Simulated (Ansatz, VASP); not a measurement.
## RbBr: VASP beside Ansatz

```xyz
2
Lattice="4.1279 0.0000 0.0000 0.0000 4.1279 0.0000 0.0000 0.0000 4.1279" Properties=species:S:1:pos:R:3 pbc="T T T"
Rb    0.0000    0.0000    0.0000
Br    2.0640    2.0640    2.0640
```

Alike in both runs: task single point; functional HSE06; k mesh 4 × 4 × 4; occupations fermi-dirac, width 0.001 eV; no spin polarisation.

|  | VASP | Ansatz |
| --- | --- | --- |
| version | VASP 6.6.1 | Ansatz 0.2.0 |
| potentials or method | VASP PAW PBE potentials, release 64 (Rb_sv, Br) | plane waves |
| plane-wave cutoff (eV) | 520 | 420 |
| valence electrons in the cell | 16 | 16 |

|  | VASP | Ansatz | Ansatz less VASP |
| --- | --- | --- | --- |
| gap on the k mesh at the Fermi level (eV) | 5.26 | 5.26 | -0.001 |
| pressure (GPa) | 0.4 | 0.4 | 0.00 |

The functional is the same, so the differences come from potentials, cutoffs and numerics. Ansatz's warnings: stress exchange threshold loose, stress scf threshold loose.
